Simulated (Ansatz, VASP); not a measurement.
**P: VASP beside Ansatz**

Contents of INCAR:

```
SYSTEM = P
PREC = Accurate
ENCUT = 520
EDIFF = 1E-6
ISMEAR = 0
SIGMA = 0.02
LREAL = .FALSE.
LASPH = .TRUE.
NELM = 80
ALGO = Normal
ISIF = 2
LWAVE = .FALSE.
LCHARG = .FALSE.
LDIPOL = .TRUE.
IDIPOL = 3
DIPOL = 0.5 0.5 0.500
GGA = PE
IVDW = 12
NBANDS = 12
```

KPOINTS

```
Automatic mesh
0
G
  9 9 1
  0 0 0
```

File POSCAR:

```
P
1.0
    3.2610000000      0.0000000000      0.0000000000
   -1.6305000000      2.8241088418      0.0000000000
    0.0000000000      0.0000000000     28.0000000000
P
2
Direct
    0.3333333333      0.6666666667      0.5143035714
    0.6666666667      0.3333333333      0.4856964286
```

Input for Ansatz:

```yaml
crystal:
  lattice:
    - [3.261, 0.0, 0.0]
    - [-1.6305, 2.8241088418, 0.0]
    - [0.0, 0.0, 28.0]
  atoms:
    - { symbol: P, position: [0.3333333333, 0.6666666667, 0.5143035714] }
    - { symbol: P, position: [0.6666666667, 0.3333333333, 0.4856964286] }
  periodic: [true, true, false]
basis:
  ecutwfc: 420
kpoints:
  mp_grid: { grid: [9, 9, 1] }
hamiltonian:
  xc: pbe
  dispersion: d3bj
scf:
  occupations: { method: gaussian, width: 0.02 }
output:
  forces: true
  stress: true
  eigenvalues: true
```

Alike in both runs: task single point; functional PBE; dispersion D3(BJ); k mesh 9 × 9 × 1; occupations gaussian, width 0.02 eV; no spin polarisation.

|  | VASP | Ansatz |
| --- | --- | --- |
| version | VASP 6.6.1 | Ansatz 0.2.0 |
| potentials or method | VASP PAW PBE potentials, release 64 (P), cutoff 520 eV | scalar-relativistic, plane waves, PAW |
| valence electrons in the cell | 10 | 10 |

|  | VASP | Ansatz | Ansatz less VASP |
| --- | --- | --- | --- |
| gap on the k mesh at the Fermi level (eV) | none | none | - |
| rms of the force components (eV/Å) | 2.755 | 2.741 | -0.0140 |

Atom by atom the forces differ by 0.014 eV/Å (rms over components). A gap of «none» marks a metal or a gap that the smearing closes.
